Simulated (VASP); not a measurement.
Input of a VASP 6.6.1 run:

File POSCAR:

```
CsCl
1.0
    4.1406758780      0.0000000000      0.0000000000
    0.0000000000      4.1406758780      0.0000000000
    0.0000000000      0.0000000000      4.1406758780
Cs Cl
1 1
Direct
    0.0000000000      0.0000000000      0.0000000000
    0.5000000000      0.5000000000      0.5000000000
```

File INCAR.step1:

```
SYSTEM = CsCl
PREC     = Accurate       ! precision mode
ENCUT    = 400            ! plane-wave cutoff, eV
EDIFF    = 1E-5           ! SCF threshold, eV
ISMEAR   = 0              ! smearing method
SIGMA    = 0.01           ! smearing width, eV
LREAL    = .False.        ! projectors in reciprocal space
LASPH    = .True.         ! aspherical terms in the spheres
NELM     = 120            ! most SCF steps
ALGO     = Normal         ! electronic algorithm
ISIF     = 2              ! what is computed and relaxed
LWAVE    = .True.         ! write WAVECAR
LCHARG   = .False.        ! write CHGCAR
GGA      = PE             ! functional
NBANDS   = 15             ! bands
GGA_COMPAT= .False.
```

File INCAR.step2:

```
SYSTEM = CsCl
PREC     = Accurate       ! precision mode
ENCUT    = 400            ! plane-wave cutoff, eV
EDIFF    = 1E-6           ! SCF threshold, eV
ISMEAR   = 0              ! smearing method
SIGMA    = 0.01           ! smearing width, eV
LREAL    = .False.        ! projectors in reciprocal space
LASPH    = .True.         ! aspherical terms in the spheres
NELM     = 120            ! most SCF steps
ALGO     = Normal         ! electronic algorithm
ISIF     = 2              ! what is computed and relaxed
LWAVE    = .False.        ! write WAVECAR
LCHARG   = .False.        ! write CHGCAR
GGA      = PE             ! functional
LHFCALC  = .True.         ! exact exchange
AEXX     = 0.3            ! exact-exchange fraction
HFSCREEN = 0.3            ! screening, 1/A
PRECFOCK = Normal       
ISTART   = 1            
NBANDS   = 15             ! bands
GGA_COMPAT= .False.
```

File KPOINTS:

```
regular mesh
0
Gamma
  4 4 4
  0 0 0
```

Potentials or basis: VASP PAW PBE potentials, release 64 (Cs_sv, Cl).

Command:

```sh
$ cat potpaw_PBE.64/Cs_sv/POTCAR potpaw_PBE.64/Cl/POTCAR > POTCAR
$ cp INCAR.step1 INCAR
$ mpirun -np 1 vasp_std > vasp.out
$ cp INCAR.step2 INCAR
$ mpirun -np 1 vasp_std > vasp.out
```

Q: Estimate the pressure.

A: 0.3 GPa.

Q: Predict the band gap on the k mesh.

A: 6.49 eV.

Caveat: the PAW data sets were made with another functional, which shifts forces and pressure a little; spin-orbit coupling is left out, which moves the levels of the heavy elements.
